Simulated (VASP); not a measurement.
Input of a VASP 6.6.1 run:

INCAR

```
SYSTEM = Na4C
PREC     = Accurate       ! precision mode
ENCUT    = 520            ! plane-wave cutoff, eV
EDIFF    = 1E-7           ! SCF threshold, eV
ISMEAR   = 0              ! smearing method
SIGMA    = 0.1            ! smearing width, eV
LREAL    = .False.        ! projectors in reciprocal space
LASPH    = .True.         ! aspherical terms in the spheres
NELM     = 150            ! most SCF steps
ALGO     = Normal         ! electronic algorithm
ISIF     = 2              ! what is computed and relaxed
LWAVE    = .False.        ! write WAVECAR
LCHARG   = .True.         ! write CHGCAR
ISPIN    = 2              ! spin polarisation
MAGMOM   = 0 0 0 0 0.3    ! initial moments
LORBIT   = 11             ! projections on sites
GGA      = PE             ! functional
LELF     = .True.         ! ELF
LVHAR    = .True.       
NBANDS   = 28             ! bands
```

The input KPOINTS:

```
regular mesh
0
Gamma
  8 8 8
  0 0 0
```

POSCAR

```
Na4C
1.0
    5.0597242801      0.0000000000      0.0000000000
    0.0000000000      5.0597242801      0.0000000000
    0.0000000000      0.0000000000      5.0597242801
Na C
4 1
Direct
    0.0000000000      0.0000000000      0.0000000000
    0.5000000000      0.5000000000      0.0000000000
    0.5000000000      0.0000000000      0.5000000000
    0.0000000000      0.5000000000      0.5000000000
    0.5000000000      0.5000000000      0.5000000000
```

Potentials or basis: VASP PAW PBE potentials, release 64 (Na_pv, C).

Launch:

```bash
$ cat potpaw_PBE.64/Na_pv/POTCAR potpaw_PBE.64/C/POTCAR > POTCAR
$ mpirun -np 1 vasp_std > vasp.out
```

(1) Estimate the pressure.

(2) What does it give for the net moment?

(3) Estimate the site moments.

## Answers

(1) 0.1 GPa.

(2) 0.24 μB per cell.

(3) Na -0.01, -0.00 (each value once); C +0.17 μB.

Caveat: a moment this small can come from the mesh or the smearing.
